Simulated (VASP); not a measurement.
Si:

```
Si
1.0
     3.83564    0.02927   -0.03742
    -1.89247    3.30140    0.06374
    -0.06185    0.08593    6.32311
Si
4
Direct
  0.34884 0.67241 0.08690
  0.63340 0.27905 0.50759
  0.36490 0.72375 0.43190
  0.65285 0.32480 0.97361
```

This cell differs from its parent crystal: atoms moved at random and the cell strained at random.

Base run:

- Program: VASP 6.6.1
- Functional: PBE
- Potentials or basis: VASP PAW PBE potentials, release 64 (Si)
- Cutoff: 500 eV
- k mesh: 12 × 12 × 6
- Occupations: gaussian, width 0.05 eV
- Spin: no spin polarisation

Its results: band gap on the k mesh zero (bands 8 and 9 overlap by 1.07 eV); pressure 12.1 GPa; largest force 10.424 eV/Å.

Task: The run is repeated on the same cell with these changes: functional from PBE to RPBE; occupations from gaussian, width 0.05 eV to tetrahedron. What comes out?

Result: Band gap on the k mesh zero (bands 8 and 9 overlap by 1.03 eV); pressure 13.6 GPa; largest force 10.646 eV/Å.

Caveats: the cell stands under pressure; forces of over 1 eV/Å act on the atoms, so gaps and moduli don't describe the material at rest (at least some runs); the PAW data sets were made with another functional, which shifts forces and pressure a little (at least some runs); tetrahedron occupations give inexact forces and stress in metals (at least some runs).
